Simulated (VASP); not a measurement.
**Os: single point with PBE+D4**

Os:

```xyz
2
Lattice="2.6971 0.0000 0.0000 -1.3486 2.3358 0.0000 0.0000 0.0000 4.2613" Properties=species:S:1:pos:R:3 pbc="T T T"
Os    1.3486    0.7786    3.1960
Os    0.0000    1.5572    1.0653
```

```
Program             : VASP 6.6.1
Task                : single point
Functional          : PBE
Dispersion          : D4
Potentials or basis : VASP PAW PBE potentials, release 64 (Os)
Cutoff              : 520 eV
k mesh              : 11 × 11 × 6
Occupations         : fermi-dirac, width 0.05 eV
Spin                : no spin polarisation
```

* Pressure: 21.1 GPa
* Band gap on the k mesh: zero (band 8 reaches 12.36 eV, above the bottom of band 9 at 8.21 eV)
* Dispersion energy per atom: -0.728 eV

Stress tensor (GPa, compression positive):
```
20.57  0.00  0.00
 0.00 20.57  0.00
 0.00  0.00 22.15
```

Levels at points of the mesh, in eV from the Fermi level:
| k point | band 4 | band 5 | band 6 | band 7 | band 8 | band 9 | band 10 | band 11 | band 12 | band 13 |
| --- | --- | --- | --- | --- | --- | --- | --- | --- | --- | --- |
| (0.00, 0.00, 0.00) | -3.20 | -2.93 | -2.30 | -2.30 | -1.61 | -1.61 | 0.08 | 1.84 | 1.84 | 9.62 |
| (0.00, 0.00, 0.50) | -3.73 | -3.41 | -3.41 | -3.41 | -3.41 | 1.01 | 1.01 | 1.01 | 1.01 | 13.79 |

Run time: 16 s on 1 thread of Intel(R) Xeon(R) Platinum 8375C CPU @ 2.90GHz (Ice Lake), with other jobs on the host, peak memory 0.15 GiB.

Caveat: spin-orbit coupling is left out, which moves the levels of the heavy elements; pairwise dispersion overbinds metals, which lowers pressure and volume.
